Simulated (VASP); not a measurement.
# Ni2O (Pnnm) in VASP: single point with PBE

Aim: the single point of Ni2O with PBE.

All numbers are computed with VASP 6.6.1; they aren't measurements. Logs are shortened: lines on timing, memory, paths and dates and some standing lists are left out, and cuts for length are marked.

## (1) The cell of the first run

It takes space group Pnnm (No. 58, orthorhombic). The conventional cell has a = 4.384 Å, b = 5.235 Å, c = 2.707 Å, α = 90.00°, β = 90.00°, γ = 90.00°. Within 2.5 Å of Ni (site symmetry m) lie 3 O at 1.92 to 2.07 Å. Within 2.5 Å of O (site symmetry 2/m) lie 6 Ni at 1.92 to 2.07 Å.

## (2) Single point, PBE, collinear spin, ferromagnetic start

Input file INCAR:

```
PREC = Accurate ; ENCUT = 520
EDIFF = 1E-6 ; ISMEAR = 0
SIGMA = 0.1 ; LREAL = False
LASPH = True ; NELM = 150
ALGO = Normal ; ISIF = 2
LWAVE = False ; LCHARG = False
ISPIN = 2 ; MAGMOM = 0.93 0.93 0.93 0.93 0.28 0.28
LORBIT = 11 ; LMAXMIX = 4
GGA = PE ; NBANDS = 39
```

Input file KPOINTS:

```
Automatic mesh
0
Gamma
  4 4 6
```

Input file POSCAR:

```
Ni2O
1.0
    4.3835654564      0.0000000000      0.0000000000
    0.0000000000      5.2351656542      0.0000000000
    0.0000000000      0.0000000000      2.7067353707
Ni O
4 2
Direct
    0.2808685270      0.8167902911      0.5000000000
    0.7808685270      0.6832097089      0.0000000000
    0.7191314730      0.1832097089      0.5000000000
    0.2191314730      0.3167902911      0.0000000000
    0.5000000000      0.5000000000      0.5000000000
    0.0000000000      0.0000000000      0.0000000000
```

Potentials or basis: VASP PAW PBE potentials, release 64 (Ni, O).

Run with:

```bash
$ cat potpaw_PBE.64/Ni/POTCAR potpaw_PBE.64/O/POTCAR > POTCAR
$ mpirun -np 1 vasp_std > vasp.out
```

OUTCAR:

```text
PREC = Accurate
   ENCUT = 520
   EDIFF = 1E-6
   ISMEAR = 0
   LREAL = False
   LASPH = True
   NELM = 150
   ISIF = 2
   ISPIN = 2
   LORBIT = 11
   GGA = PE

 ion  position               nearest neighbor table
   1  0.281  0.817  0.500-   5 1.92   6 2.07   6 2.07   2 2.67   2 2.67   2 2.67   2 2.67   3 2.71
                             4 2.96   4 2.96   4 2.96   4 2.96
   2  0.781  0.683  0.000-   6 1.92   5 2.07   5 2.07   1 2.67   1 2.67   1 2.67   1 2.67   4 2.71
                             3 2.96   3 2.96   3 2.96   3 2.96
   3  0.719  0.183  0.500-   5 1.92   6 2.07   6 2.07   4 2.67   4 2.67   4 2.67   4 2.67   1 2.71
                             2 2.96   2 2.96   2 2.96   2 2.96
   4  0.219  0.317  0.000-   6 1.92   5 2.07   5 2.07   3 2.67   3 2.67   3 2.67   3 2.67   2 2.71
                             1 2.96   1 2.96   1 2.96   1 2.96
   5  0.500  0.500  0.500-   1 1.92   3 1.92   2 2.07   4 2.07   2 2.07   4 2.07
   6  0.000  0.000  0.000-   2 1.92   4 1.92   3 2.07   1 2.07   1 2.07   3 2.07

  LATTYP: Found a simple orthorhombic cell.
 ALAT       =     2.7067353707
 B/A-ratio  =     1.6195027796
 C/A-ratio  =     1.9341254084

  Lattice vectors:

 A1 = (   0.0000000000,   0.0000000000,   2.7067353707)
 A2 = (   4.3835654564,   0.0000000000,   0.0000000000)
 A3 = (   0.0000000000,   5.2351656542,   0.0000000000)

Analysis of symmetry for initial positions (statically):
=====================================================================
 Subroutine PRICEL returns:
 Original cell was already a primitive cell.

 Routine SETGRP: Setting up the symmetry group for a
 simple orthorhombic supercell.

 Subroutine GETGRP returns: Found  8 space group operations
 (whereof  4 operations were pure point group operations)
 out of a pool of  8 trial point group operations.

The static configuration has the point symmetry C_2h.
 The point group associated with its full space group is D_2h.

Analysis of symmetry for dynamics (positions and initial velocities):
=====================================================================
 Subroutine PRICEL returns:
 Original cell was already a primitive cell.

 Routine SETGRP: Setting up the symmetry group for a
 simple orthorhombic supercell.

 Subroutine GETGRP returns: Found  8 space group operations
 (whereof  4 operations were pure point group operations)
 out of a pool of  8 trial point group operations.

The dynamic configuration has the point symmetry C_2h.
 The point group associated with its full space group is D_2h.

Analysis of structural, dynamic, and magnetic symmetry:
=====================================================================
 Subroutine PRICEL returns:
 Original cell was already a primitive cell.

 Routine SETGRP: Setting up the symmetry group for a
 simple orthorhombic supercell.

 Subroutine GETGRP returns: Found  8 space group operations
 (whereof  4 operations were pure point group operations)
 out of a pool of  8 trial point group operations.

The overall configuration has the point symmetry C_2h.
 The point group associated with its full space group is D_2h.

 Subroutine INISYM returns: Found  8 space group operations
 (whereof  4 operations are pure point group operations),
 and found     1 'primitive' translations

----------------------------------------------------------------------------------------

                                     Primitive cell

  volume of cell :      62.1160

  direct lattice vectors                    reciprocal lattice vectors
     4.383565456  0.000000000  0.000000000     0.228124802  0.000000000  0.000000000
     0.000000000  5.235165654  0.000000000     0.000000000  0.191015923  0.000000000
     0.000000000  0.000000000  2.706735371     0.000000000  0.000000000  0.369448750

  length of vectors
     4.383565456  5.235165654  2.706735371     0.228124802  0.191015923  0.369448750

  position of ions in fractional coordinates (direct lattice)
     0.280868527  0.816790291  0.500000000
     0.780868527  0.683209709  0.000000000
     0.719131473  0.183209709  0.500000000
     0.219131473  0.316790291  0.000000000
     0.500000000  0.500000000  0.500000000
     0.000000000  0.000000000  0.000000000

  ion indices of the primitive-cell ions
   primitive index   ion index
                 1           1
                 2           2
                 3           3
                 4           4
                 5           5
                 6           6

----------------------------------------------------------------------------------------

 KPOINTS: Automatic mesh

Automatic generation of k-mesh.
 Grid dimensions read from file:
 generate k-points for:    4    4    6

 Generating k-lattice:

  Cartesian coordinates                     Fractional coordinates (reciprocal lattice)
     0.057031200  0.000000000  0.000000000     0.250000000  0.000000000  0.000000000
     0.000000000  0.047753981  0.000000000     0.000000000  0.250000000  0.000000000
     0.000000000  0.000000000  0.061574792     0.000000000  0.000000000  0.166666667

  Length of vectors
     0.057031200  0.047753981  0.061574792

  Shift w.r.t. Gamma in fractional coordinates (k-lattice)
     0.000000000  0.000000000  0.000000000

 Subroutine IBZKPT returns following result:
 ===========================================

 Found     36 irreducible k-points:

 Following reciprocal coordinates:
            Coordinates               Weight
  0.000000  0.000000  0.000000      1.000000
  0.250000  0.000000  0.000000      2.000000
  0.500000  0.000000  0.000000      1.000000
  0.000000  0.250000  0.000000      2.000000
  0.250000  0.250000  0.000000      4.000000
  0.500000  0.250000  0.000000      2.000000
[... 16 lines left out ...]
  0.250000  0.250000  0.333333      8.000000
  0.500000  0.250000  0.333333      4.000000
 [... further k-points ...]
   k-points           NKPTS =     36   k-points in BZ     NKDIM =     36   number of bands    NBANDS=     39
   number of dos      NEDOS =    301   number of ions     NIONS =      6
   total plane-waves  NPLWV =  28800
   dimension x,y,z NGX =    36 NGY =   40 NGZ =   20
   dimension x,y,z NGXF=    72 NGYF=   80 NGZF=   40
   ions per type =               4   2
   NGX,Y,Z   is equivalent  to a cutoff of  13.65, 12.70, 12.28 a.u.
   NGXF,Y,Z  is equivalent  to a cutoff of  27.31, 25.40, 24.57 a.u.
 SYSTEM =  unknown system
   PREC   = accura    normal or accurate (medium, high low for compatibility)
   ISTART =      0    job   : 0-new  1-cont  2-samecut
   ICHARG =      2    charge: 1-file 2-atom 10-const
   ISPIN  =      2    spin polarized calculation?
   LNONCOLLINEAR =      F non collinear calculations
   LSORBIT =      F    spin-orbit coupling
   LASPH  =      T    aspherical Exc in radial PAW
   ENCUT  =  520.0 eV  38.22 Ry    6.18 a.u.   8.15  9.73  5.03*2*pi/ulx,y,z
   NELM   =    150;   NELMIN=  2; NELMDL= -5     # of ELM steps
   EDIFF  = 0.1E-05   stopping-criterion for ELM
   LREAL  =      F    real-space projection
   EDIFFG = 0.1E-04   stopping-criterion for IOM
   NSW    =      0    number of steps for IOM
   IBRION =     -1    ionic relax: 0-MD 1-quasi-New 2-CG
   NFREE  =      0    steps in history (QN), initial steepest desc. (CG)
   ISIF   =      2    stress and relaxation
   ISYM   =      2    0-nonsym 1-usesym 2-fastsym
   POTIM  = 0.5000    time-step for ionic-motion
   TEBEG  =    0.0;   TEEND  =   0.0 temperature during run
   PSTRESS=    0.0 pullay stress
   NELECT =      52.0000    total number of electrons
   NUPDOWN=      -1.0000    fix difference up-down
   EMIN   =  10.00;   EMAX   =-10.00  energy-range for DOS
   EFERMI =   0.00;   METHOD = LEGACY
   ISMEAR =     0;   SIGMA  =   0.10  broadening in eV -4-tet -1-fermi 0-gaus
   EFERMI_NEDOS =   21; number of points for ismear=-14 and -15
   IALGO  =     38    algorithm
   IMIX   =      4    mixing-type and parameters
     AMIX     =   0.40;   BMIX     =  1.00
     AMIX_MAG =   1.60;   BMIX_MAG =  1.00
  volume/ion in A,a.u.               =      10.35        69.86
  Fermi-wavevector in a.u.,A,eV,Ry     =   1.542913  2.915682 32.389754  2.380580
  Thomas-Fermi vector in A             =   2.648650
   LORBIT       =     11    0 simple, 1 ext, 2 COOP (PROOUT), +10 PAW based schemes
   GGA     = PE    functional components
   LHFCALC =     F    Hartree Fock is set to
   AEXX    =    0.0000 exact exchange contribution
   IVDW    =     0    specifies the selected vdW correction
   LEPSILON=     F    determine dielectric tensor
   LRPA    =     F    only Hartree local field effects (RPA)
 spin polarized calculation
 Gauss-broadening in eV      SIGMA  =   0.10
  energy-cutoff  :      520.00
  volume of cell :       62.12
 maximum number of plane-waves:      1700
 NGX is ok and might be reduce to    36
   NGX = 17   NGY = 19   NGZ = 11

 number of electron      52.0000011 magnetization       3.9136013

 Free energy of the ion-electron system (eV)
  ---------------------------------------------------
  ext. energy  EPLUGINS =         0.00000000
  ---------------------------------------------------
  free energy    TOTEN  =       -32.60010964 eV

  energy without entropy =      -32.57305369  energy(sigma->0) =      -32.58658166

 E-fermi :   7.9687     XC(G=0): -12.4857

 val. band max:        7.9573160596   @ k =   0.2500   0.0000   0.0000
 cond. band min:       7.9693864287   @ k =   0.5000   0.5000   0.0000
 fundamental gap:      0.0120703691
 Fermi energy:         7.9687185182

 spin component 1

 k-point     1 :       0.0000    0.0000    0.0000
  band No.  band energies     occupation
      1     -12.9417      1.00000
      2     -12.4114      1.00000
      3      -0.3330      1.00000
      4       0.1874      1.00000
      5       1.1610      1.00000
      6       1.7609      1.00000
[... 30 lines left out ...]
     37      19.7547      0.00000
     38      22.3319      0.00000

 k-point     2 :       0.2500    0.0000    0.0000
  band No.  band energies     occupation
      1     -12.8569      1.00000
      2     -12.4811      1.00000
      3      -0.1402      1.00000
      4       0.2054      1.00000
      5       0.8899      1.00000
      6       1.0346      1.00000
[... 894 lines left out ...]
 k-point    24 :       0.5000    0.2500    0.3333
  band No.  band energies     occupation
      1     -12.1943      1.00000
      2     -12.1943      1.00000
      3       0.4019      1.00000
      4       0.4019      1.00000
      5       0.9228      1.00000
      6       0.9228      1.00000
[... 30 lines left out ...]
     37      19.9005      0.00000
     38      19.9005      0.00000

 [... further k-points ...]

 spin component 2

 k-point     1 :       0.0000    0.0000    0.0000
  band No.  band energies     occupation
      1     -12.5718      1.00000
      2     -12.0171      1.00000
      3      -0.0971      1.00000
      4       0.5370      1.00000
      5       1.5097      1.00000
      6       2.1351      1.00000
[... 30 lines left out ...]
     37      19.8237      0.00000
     38      22.5023      0.00000

 k-point     2 :       0.2500    0.0000    0.0000
  band No.  band energies     occupation
      1     -12.4827      1.00000
      2     -12.0895      1.00000
      3       0.1133      1.00000
      4       0.5065      1.00000
      5       1.2290      1.00000
      6       1.2854      1.00000
[... 894 lines left out ...]
 k-point    24 :       0.5000    0.2500    0.3333
  band No.  band energies     occupation
      1     -11.7926      1.00000
      2     -11.7926      1.00000
      3       0.7719      1.00000
      4       0.7719      1.00000
      5       1.2542      1.00000
      6       1.2542      1.00000
[... 30 lines left out ...]
     37      20.1498      0.00000
     38      20.1498      0.00000

 [... further k-points ...]

 [bands above 38 left out]

------------------------ aborting loop because EDIFF is reached ----------------------------------------

  FORCE on cell =-STRESS in cart. coord.  units (eV):
  Direction    XX          YY          ZZ          XY          YZ          ZX
  --------------------------------------------------------------------------------------
  -------------------------------------------------------------------------------------
  Total        0.0620727      0.1079196      0.0788503      0.0000000      0.0000000      0.0000000
  in kB        1.6010602      2.7836035      2.0338092      0.0000000      0.0000000      0.0000000
  external PRESSURE =       2.1394910 kB  Pullay stress =       0.0000000 kB

 VOLUME and BASIS-vectors are now :
 -----------------------------------------------------------------------------
  energy-cutoff  :      520.00
  volume of cell :       62.12
      direct lattice vectors                 reciprocal lattice vectors
     4.383565456  0.000000000  0.000000000     0.228124802  0.000000000  0.000000000
     0.000000000  5.235165654  0.000000000     0.000000000  0.191015923  0.000000000
     0.000000000  0.000000000  2.706735371     0.000000000  0.000000000  0.369448750

 POSITION                                       TOTAL-FORCE (eV/Angst)
 -----------------------------------------------------------------------------------
      1.23121      4.27603      1.35337        -0.013212      0.016193      0.000000
      3.42299      3.57672      0.00000        -0.013212     -0.016193      0.000000
      3.15236      0.95913      1.35337         0.013212     -0.016193     -0.000000
      0.96058      1.65845      0.00000         0.013212      0.016193     -0.000000
      2.19178      2.61758      1.35337         0.000000      0.000000      0.000000
      0.00000      0.00000      0.00000         0.000000      0.000000      0.000000
 -----------------------------------------------------------------------------------
    total drift:                                0.000000     -0.000000      0.000000

  FREE ENERGIE OF THE ION-ELECTRON SYSTEM (eV)
  ---------------------------------------------------
  free  energy   TOTEN  =       -32.6001096409 eV

  energy  without entropy=      -32.5730536865  energy(sigma->0) =      -32.58658166

 total charge

# of ion       s       p       d       tot
------------------------------------------
    1        0.364   0.406   8.376   9.145
    2        0.364   0.406   8.376   9.145
    3        0.364   0.406   8.376   9.145
    4        0.364   0.406   8.376   9.145
    5        1.563   3.407   0.000   4.970
    6        1.563   3.407   0.000   4.970
--------------------------------------------------
tot          4.583   8.436  33.503  46.522

 magnetization (x)

# of ion       s       p       d       tot
------------------------------------------
    1        0.001  -0.007   0.885   0.880
    2        0.001  -0.007   0.885   0.880
    3        0.001  -0.007   0.885   0.880
    4        0.001  -0.007   0.885   0.880
    5        0.015   0.210   0.000   0.225
    6        0.015   0.210   0.000   0.225
--------------------------------------------------
tot          0.036   0.393   3.540   3.970
```

It took 3.1 min on 1 thread of Intel Xeon 8259CL, shared host; peak memory 0.27 GiB.

What came out:

| Item | Value |
| --- | --- |
| Free energy | -32.6001 eV |
| Pressure | 0.2 GPa |
| Largest force | 0.021 eV/Å |
| Net moment | 3.91 μB per cell |
| Site moments | Ni +0.88; O +0.23 μB |
| Valence electrons inside the program's atomic spheres | Ni 9.14; O 4.97 |

Forces in eV/Å, atoms in the order of the input:
```
Ni  -0.013  0.016  0.000
Ni  -0.013 -0.016  0.000
Ni   0.013 -0.016  0.000
Ni   0.013  0.016  0.000
O    0.000  0.000  0.000
O    0.000  0.000  0.000
```

Levels at points of the mesh, in eV from the Fermi level:
Spin up:
| k point | band 25 | band 26 | band 27 | band 28 | band 29 | band 30 | band 31 | band 32 |
| --- | --- | --- | --- | --- | --- | --- | --- | --- |
| (0.00, 0.00, 0.00) | -0.85 | -0.85 | -0.45 | -0.45 | -0.01 | 0.18 | 5.32 | 7.70 |
| (0.50, 0.00, 0.00) | -0.91 | -0.91 | -0.49 | -0.49 | 1.11 | 1.11 | 5.08 | 5.08 |
| (0.00, 0.50, 0.00) | -0.68 | -0.68 | -0.39 | -0.39 | 1.10 | 1.10 | 4.61 | 4.61 |
| (0.50, 0.50, 0.00) | -0.80 | -0.80 | -0.40 | -0.40 | 2.04 | 2.04 | 2.57 | 2.57 |
| (0.00, 0.00, 0.50) | -0.56 | -0.56 | -0.29 | -0.29 | 3.08 | 3.08 | 5.91 | 5.91 |
| (0.50, 0.00, 0.50) | -0.48 | -0.48 | 0.13 | 0.13 | 2.70 | 2.70 | 5.26 | 5.26 |
| (0.00, 0.50, 0.50) | -0.57 | -0.57 | -0.25 | -0.25 | 2.87 | 2.87 | 4.96 | 4.96 |
| (0.50, 0.50, 0.50) | -0.71 | -0.71 | -0.31 | -0.31 | 3.35 | 3.35 | 5.39 | 5.39 |
Spin down:
```tsv
k point	band 20	band 21	band 22	band 23	band 24	band 25	band 26	band 27	band 28	band 29
(0.00, 0.00, 0.00)	-0.98	-0.98	-0.42	-0.37	-0.19	0.06	0.33	0.35	0.39	1.02
(0.50, 0.00, 0.00)	-0.60	-0.52	-0.52	-0.37	-0.37	-0.13	-0.13	0.71	0.71	1.71
(0.00, 0.50, 0.00)	-0.89	-0.67	-0.67	-0.16	-0.16	0.29	0.29	0.72	0.72	1.72
(0.50, 0.50, 0.00)	-0.54	-0.45	-0.45	-0.41	-0.41	0.00	0.00	0.79	0.79	2.36
(0.00, 0.00, 0.50)	-0.36	-0.32	-0.32	-0.07	-0.07	0.28	0.28	0.76	0.76	3.39
(0.50, 0.00, 0.50)	-0.25	-0.20	-0.20	-0.05	-0.05	0.46	0.46	1.17	1.17	2.92
(0.00, 0.50, 0.50)	-0.53	-0.50	-0.50	-0.02	-0.02	0.34	0.34	0.82	0.82	3.17
(0.50, 0.50, 0.50)	-0.35	-0.34	-0.34	-0.10	-0.10	0.38	0.38	0.70	0.70	3.66
```

Caveat: the k points lie up to 0.39 Å⁻¹ apart. With open d or f shells a metallic result of PBE can be an artefact of self-interaction; +U or a hybrid may open a gap.
